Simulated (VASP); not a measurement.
# Mg2Se (I4/mmm) in VASP: single point with PBEsol

Aim: the single point of Mg2Se with PBEsol.

Everything below comes from runs of VASP 6.6.1. Logs are shortened: lines on timing, memory, paths and dates and some standing lists are left out, and cuts for length are marked.

## 1. The cell of the first run

It takes space group I4/mmm (No. 139, tetragonal). Conventional cell: a = 4.153 Å, b = 4.153 Å, c = 14.554 Å, α = 90.00°, β = 90.00°, γ = 90.00°. Mg (site symmetry mmm) has 4 Se at 2.91 Å and 8 Mg at 2.94 to 3.19 Å within 3.8 Å. Within 3.9 Å of Mg (site symmetry 4mm) lie 5 Se at 2.82 to 2.96 Å and 8 Mg at 3.19 to 3.82 Å. Se (site symmetry 4mm) has 9 Mg at 2.82 to 2.96 Å within 3.7 Å.

## 2. Single point, PBEsol, non-collinear spin, zero start, spin-orbit coupling

Input file INCAR:

```
SYSTEM = Mg2Se
ALGO = Normal ; EDIFF = 1E-7
ENCUT = 520 ; GGA = PS
GGA_COMPAT = .False. ; ISIF = 2
ISMEAR = -1 ; LASPH = .True.
LCHARG = .True. ; LORBIT = 11
LORBMOM = .True. ; LREAL = .False.
LSORBIT = .True. ; LVHAR = .True.
LWAVE = .False. ; MAGMOM = 0 0 0 0 0 0 0 0 0 0 0 0 0 0 0 0 0 0
NBANDS = 36 ; NELM = 150
PREC = Accurate ; SIGMA = 0.1
```

Input file KPOINTS:

```
k-points
0
Gamma
  6 6 6
  0 0 0
```

Input file POSCAR:

```
Mg2Se
1.0
    0.0000000000      4.1532900000      0.0000000000
    4.1532900000      0.0000000000      0.0000000000
    2.0766450000      2.0766450000     -7.2770560000
Mg Se
4 2
Direct
    0.5000000000      0.0000000000      0.0000000000
    0.0000000000      0.5000000000      0.0000000000
    0.3340000000      0.3340000000      0.3320000000
    0.6660000000      0.6660000000      0.6680000000
    0.1400000000      0.1400000000      0.7200000000
    0.8600000000      0.8600000000      0.2800000000
```

Potentials or basis: VASP PAW PBE potentials, release 64 (Mg, Se).

Started as:

```console
$ cat potpaw_PBE.64/Mg/POTCAR potpaw_PBE.64/Se/POTCAR > POTCAR
$ mpirun -np 1 vasp_ncl > vasp.out
```

OUTCAR:

```text
SYSTEM = Mg2Se
   EDIFF = 1E-7
   ENCUT = 520
   GGA = PS
   ISIF = 2
   ISMEAR = -1
   LASPH = .True.
   LORBIT = 11
   LREAL = .False.
   LSORBIT = .True.
   NELM = 150
   PREC = Accurate

 ion  position               nearest neighbor table
   1  0.500  0.000  0.000-   5 2.91   5 2.91   6 2.91   6 2.91   2 2.94   2 2.94   2 2.94   2 2.94
                             3 3.19   4 3.19   4 3.19   3 3.19
   2  0.000  0.500  0.000-   5 2.91   5 2.91   6 2.91   6 2.91   1 2.94   1 2.94   1 2.94   1 2.94
                             3 3.19   4 3.19   4 3.19   3 3.19
   3  0.334  0.334  0.332-   5 2.82   6 2.96   6 2.96   6 2.96   6 2.96   1 3.19   2 3.19   1 3.19
                             2 3.19
   4  0.666  0.666  0.668-   6 2.82   5 2.96   5 2.96   5 2.96   5 2.96   1 3.19   2 3.19   2 3.19
                             1 3.19
   5  0.140  0.140  0.720-   3 2.82   2 2.91   1 2.91   2 2.91   1 2.91   4 2.96   4 2.96   4 2.96
                             4 2.96
   6  0.860  0.860  0.280-   4 2.82   2 2.91   1 2.91   2 2.91   1 2.91   3 2.96   3 2.96   3 2.96
                             3 2.96

  LATTYP: Found a body centered tetragonal cell.
 ALAT       =     4.1532900000
 C/A-ratio  =     3.5042368821

  Lattice vectors:

 A1 = (  -2.0766450000,   2.0766450000,   7.2770560000)
 A2 = (   2.0766450000,  -2.0766450000,   7.2770560000)
 A3 = (   2.0766450000,   2.0766450000,  -7.2770560000)

Analysis of symmetry for initial positions (statically):
=====================================================================
 Subroutine PRICEL returns:
 Original cell was already a primitive cell.

 Routine SETGRP: Setting up the symmetry group for a
 body centered tetragonal supercell.

 Subroutine GETGRP returns: Found 16 space group operations
 (whereof 16 operations were pure point group operations)
 out of a pool of 16 trial point group operations.

The static configuration has the point symmetry D_4h.

Analysis of symmetry for dynamics (positions and initial velocities):
=====================================================================
 Subroutine PRICEL returns:
 Original cell was already a primitive cell.

 Routine SETGRP: Setting up the symmetry group for a
 body centered tetragonal supercell.

 Subroutine GETGRP returns: Found 16 space group operations
 (whereof 16 operations were pure point group operations)
 out of a pool of 16 trial point group operations.

The dynamic configuration has the point symmetry D_4h.

Analysis of structural, dynamic, and magnetic symmetry:
=====================================================================
 Subroutine PRICEL returns:
 Original cell was already a primitive cell.

 Routine SETGRP: Setting up the symmetry group for a
 body centered tetragonal supercell.

 Subroutine GETGRP returns: Found 16 space group operations
 (whereof 16 operations were pure point group operations)
 out of a pool of 16 trial point group operations.

The overall configuration has the point symmetry D_4h.

 Subroutine INISYM returns: Found 16 space group operations
 (whereof 16 operations are pure point group operations),
 and found     1 'primitive' translations

----------------------------------------------------------------------------------------

                                     Primitive cell

  volume of cell :     125.5279

  direct lattice vectors                    reciprocal lattice vectors
     0.000000000  4.153290000  0.000000000     0.000000000  0.240772978  0.068709104
     4.153290000  0.000000000  0.000000000     0.240772978  0.000000000  0.068709104
     2.076645000  2.076645000 -7.277056000     0.000000000  0.000000000 -0.137418209

  length of vectors
     4.153290000  4.153290000  7.847321386     0.250384839  0.250384839  0.137418209

  position of ions in fractional coordinates (direct lattice)
     0.500000000  0.000000000  0.000000000
     0.000000000  0.500000000  0.000000000
     0.334000000  0.334000000  0.332000000
     0.666000000  0.666000000  0.668000000
     0.140000000  0.140000000  0.720000000
     0.860000000  0.860000000  0.280000000

  ion indices of the primitive-cell ions
   primitive index   ion index
                 1           1
                 2           2
                 3           3
                 4           4
                 5           5
                 6           6

----------------------------------------------------------------------------------------

 KPOINTS: k-points

Automatic generation of k-mesh.
 Grid dimensions read from file:
 generate k-points for:    6    6    6

 Generating k-lattice:

  Cartesian coordinates                     Fractional coordinates (reciprocal lattice)
     0.000000000  0.040128830  0.011451517     0.166666667  0.000000000  0.000000000
     0.040128830  0.000000000  0.011451517     0.000000000  0.166666667  0.000000000
     0.000000000  0.000000000 -0.022903035     0.000000000  0.000000000  0.166666667

  Length of vectors
     0.041730807  0.041730807  0.022903035
[... 91 lines left out ...]

 number of electron      19.9999998 magnetization       0.0000000     -0.0000000      0.0000000

 number of electron      19.9999998 magnetization      -0.0000000      0.0000000     -0.0000000

 Free energy of the ion-electron system (eV)
  ---------------------------------------------------
  ext. energy  EPLUGINS =         0.00000000
  ---------------------------------------------------
  free energy    TOTEN  =       -17.54104970 eV

  energy without entropy =      -17.45965681  energy(sigma->0) =      -17.50035326

 E-fermi :   4.7520     XC(G=0):  -9.2958

 val. band max:        4.7353810943   @ k =  -0.3333   0.3333   0.0000
 cond. band min:       4.7546379971   @ k =   0.1667   0.1667   0.0000
 fundamental gap:      0.0192569028
 Fermi energy:         4.7520457170

 k-point     1 :       0.0000    0.0000    0.0000
  band No.  band energies     occupation
      1     -10.0564      1.00000
      2     -10.0564      1.00000
      3      -9.5441      1.00000
      4      -9.5441      1.00000
      5      -2.4540      1.00000
      6      -2.4540      1.00000
[... 829 lines left out ...]
     31       8.2716      0.00000
     32       8.2716      0.00000

 [... further k-points ...]

 [bands above 32 left out]

------------------------ aborting loop because EDIFF is reached ----------------------------------------

  FORCE on cell =-STRESS in cart. coord.  units (eV):
  Direction    XX          YY          ZZ          XY          YZ          ZX
  --------------------------------------------------------------------------------------
  -------------------------------------------------------------------------------------
  Total        1.0807118      1.0807118      0.7597219      0.0000000     -0.0000000      0.0000000
  in kB       13.7936830     13.7936830      9.6967238      0.0000000     -0.0000000      0.0000000
  external PRESSURE =      12.4280299 kB  Pullay stress =       0.0000000 kB

 VOLUME and BASIS-vectors are now :
 -----------------------------------------------------------------------------
  energy-cutoff  :      520.00
  volume of cell :      125.53
      direct lattice vectors                 reciprocal lattice vectors
     0.000000000  4.153290000  0.000000000     0.000000000  0.240772978  0.068709104
     4.153290000  0.000000000  0.000000000     0.240772978  0.000000000  0.068709104
     2.076645000  2.076645000 -7.277056000     0.000000000  0.000000000 -0.137418209

 POSITION                                       TOTAL-FORCE (eV/Angst)
 -----------------------------------------------------------------------------------
      0.00000      2.07665      0.00000        -0.000000      0.000000      0.000000
      2.07665      0.00000      0.00000        -0.000000     -0.000000      0.000000
      2.07665      2.07665     -2.41598         0.000000      0.000000     -0.258717
      4.15329      4.15329     -4.86107         0.000000      0.000000      0.258717
      2.07665      2.07665     -5.23948        -0.000000     -0.000000      0.326479
      4.15329      4.15329     -2.03758         0.000000      0.000000     -0.326479
 -----------------------------------------------------------------------------------
    total drift:                                0.000000      0.000000     -0.000000

  FREE ENERGIE OF THE ION-ELECTRON SYSTEM (eV)
  ---------------------------------------------------
  free  energy   TOTEN  =       -17.5410496980 eV

  energy  without entropy=      -17.4596568128  energy(sigma->0) =      -17.50035326

 orbital moment (x)

 # of ion     p       d       tot
 ----------------------------------------
  1        -0.000   0.000   0.000
  2        -0.000  -0.000  -0.000
  3        -0.000   0.000  -0.000
  4        -0.000   0.000  -0.000
  5         0.000  -0.000   0.000
  6        -0.000  -0.000  -0.000
 ----------------------------------------
           -0.000  -0.000  -0.000

 orbital moment (y)

 # of ion     p       d       tot
 ----------------------------------------
  1         0.000  -0.000  -0.000
  2         0.000  -0.000  -0.000
  3        -0.000  -0.000  -0.000
  4        -0.000  -0.000  -0.000
  5        -0.000  -0.000  -0.000
  6        -0.000  -0.000  -0.000
 ----------------------------------------
           -0.000  -0.000  -0.000

 orbital moment (z)

 # of ion     p       d       tot
 ----------------------------------------
  1        -0.000   0.000  -0.000
  2         0.000  -0.000   0.000
  3         0.000   0.000   0.000
  4         0.000   0.000   0.000
  5         0.000   0.000   0.000
  6         0.000   0.000   0.000
 ----------------------------------------
            0.000   0.000   0.000

 Spin-Orbit-Coupling matrix elements

 Ion:    1  E_soc:     -0.0000425
 l=   1
     0.0000000    -0.0000072    -0.0000073
    -0.0000072     0.0000000    -0.0000065
    -0.0000073    -0.0000065     0.0000000
 l=   2
     0.0000000    -0.0000000     0.0000000     0.0000000    -0.0000000
    -0.0000000     0.0000000    -0.0000001    -0.0000000    -0.0000000
     0.0000000    -0.0000001     0.0000000    -0.0000000     0.0000000
     0.0000000    -0.0000000    -0.0000000     0.0000000    -0.0000000
    -0.0000000    -0.0000000     0.0000000    -0.0000000     0.0000000
 l=   3
     0.0000000     0.0000000     0.0000000     0.0000000     0.0000000     0.0000000     0.0000000
     0.0000000     0.0000000     0.0000000     0.0000000     0.0000000     0.0000000     0.0000000
     0.0000000     0.0000000     0.0000000     0.0000000     0.0000000     0.0000000     0.0000000
     0.0000000     0.0000000     0.0000000     0.0000000     0.0000000     0.0000000     0.0000000
[... 89 lines left out ...]
 l=   2
     0.0000000    -0.0000013     0.0000000    -0.0000013    -0.0000020
    -0.0000013     0.0000000    -0.0000007    -0.0000019    -0.0000004
     0.0000000    -0.0000007     0.0000000    -0.0000007     0.0000000
    -0.0000013    -0.0000019    -0.0000007     0.0000000    -0.0000004
    -0.0000020    -0.0000004     0.0000000    -0.0000004     0.0000000
 l=   3
     0.0000000     0.0000000     0.0000000     0.0000000     0.0000000     0.0000000     0.0000000
     0.0000000     0.0000000     0.0000000     0.0000000     0.0000000     0.0000000     0.0000000
     0.0000000     0.0000000     0.0000000     0.0000000     0.0000000     0.0000000     0.0000000
     0.0000000     0.0000000     0.0000000     0.0000000     0.0000000     0.0000000     0.0000000
     0.0000000     0.0000000     0.0000000     0.0000000     0.0000000     0.0000000     0.0000000
     0.0000000     0.0000000     0.0000000     0.0000000     0.0000000     0.0000000     0.0000000
     0.0000000     0.0000000     0.0000000     0.0000000     0.0000000     0.0000000     0.0000000

 total charge

# of ion       s       p       d       tot
------------------------------------------
    1        0.216   0.123   0.025   0.365
    2        0.216   0.123   0.025   0.365
    3        0.200   0.097   0.019   0.317
    4        0.200   0.097   0.019   0.317
    5        1.486   2.316   0.034   3.836
    6        1.486   2.316   0.034   3.836
--------------------------------------------------
tot          3.805   5.072   0.156   9.034

 magnetization (x)

# of ion       s       p       d       tot
------------------------------------------
    1        0.000   0.000   0.000   0.000
    2        0.000  -0.000   0.000   0.000
    3        0.000   0.000  -0.000   0.000
    4        0.000   0.000  -0.000   0.000
    5        0.000   0.000   0.000   0.000
    6        0.000   0.000   0.000   0.000
--------------------------------------------------
tot          0.000   0.000  -0.000   0.000

 magnetization (y)

# of ion       s       p       d       tot
------------------------------------------
    1        0.000   0.000   0.000   0.000
    2        0.000   0.000   0.000   0.000
    3        0.000   0.000   0.000   0.000
    4        0.000   0.000  -0.000  -0.000
    5        0.000  -0.000   0.000  -0.000
    6        0.000  -0.000   0.000  -0.000
--------------------------------------------------
tot          0.000  -0.000  -0.000  -0.000

 magnetization (z)

# of ion       s       p       d       tot
------------------------------------------
    1       -0.000   0.000   0.000  -0.000
    2       -0.000   0.000  -0.000  -0.000
    3        0.000   0.000   0.000   0.000
    4        0.000   0.000   0.000   0.000
    5        0.000   0.000   0.000   0.000
    6        0.000   0.000   0.000   0.000
--------------------------------------------------
tot         -0.000   0.000   0.000  -0.000
```

Run time: 3.2 min. Hardware: 1 thread of Intel Xeon 6975P-C (Granite Rapids), shared host; peak memory 0.58 GiB.

What came out:

```
Free energy                                           : -17.5410 eV
Pressure                                              : 1.2 GPa
Largest force                                         : 0.326 eV/Å
Net moment                                            : 0.00 μB per cell
Valence electrons inside the program's atomic spheres : Mg 0.36, 0.32 (each value once); Se 3.84
```

Forces in eV/Å, atoms in the order of the input:
```
Mg   0.000  0.000  0.000
Mg   0.000  0.000  0.000
Mg   0.000  0.000 -0.259
Mg   0.000  0.000  0.259
Se   0.000  0.000  0.326
Se   0.000  0.000 -0.326
```

Moments on the atoms (μB; x, y, z):
```
Mg  0.00 0.00 0.00
Mg  0.00 0.00 0.00
Mg  0.00 0.00 0.00
Mg  0.00 0.00 0.00
Se  0.00 0.00 0.00
Se  0.00 0.00 0.00
```

Caveat: the PAW data sets were made with another functional, which shifts forces and pressure a little.
